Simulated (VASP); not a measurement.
BaF2, 3 atoms in the cell. It takes space group Fm-3m (No. 225, cubic). Conventional cell: a = 6.226 Å, b = 6.226 Å, c = 6.226 Å, α = 90.00°, β = 90.00°, γ = 90.00°. Ba (site symmetry m-3m) has 8 F at 2.70 Å within 3.6 Å. F (site symmetry -43m) has 4 Ba at 2.70 Å and 6 F at 3.11 Å within 3.6 Å. 

```yaml
Program: VASP 6.6.1
Task: single point
Functional: PBE
Potentials_or_basis: VASP PAW PBE potentials, release 64 (Ba_sv, F)
Cutoff: 600 eV
k_mesh: 2 × 2 × 2
Occupations: methfessel-paxton, width 0.136057 eV
Spin: no spin polarisation
Dipole_correction: no
Charge: -1
Further_INCAR_settings: ALGO = Normal; EDIFF = 1e-06; NBANDS = 19; NELECT = 25.0
```

Potentials or basis: VASP PAW PBE potentials, release 64 (Ba_sv, F).

Command:

```bash
$ cat potpaw_PBE.64/Ba_sv/POTCAR potpaw_PBE.64/F/POTCAR > POTCAR
$ mpirun -np 1 vasp_std > vasp.out
```

Hardware: 1 thread of AMD EPYC 7R13 Processor (Zen 3), on a shared host.

**Question.** How long does it take, and how much memory?

**Answer.** Run time: 12 s on 1 thread of AMD EPYC 7R13 Processor (Zen 3), with other jobs on the host, peak memory 0.17 GiB. Counts: scf iterations 12, k points 3.
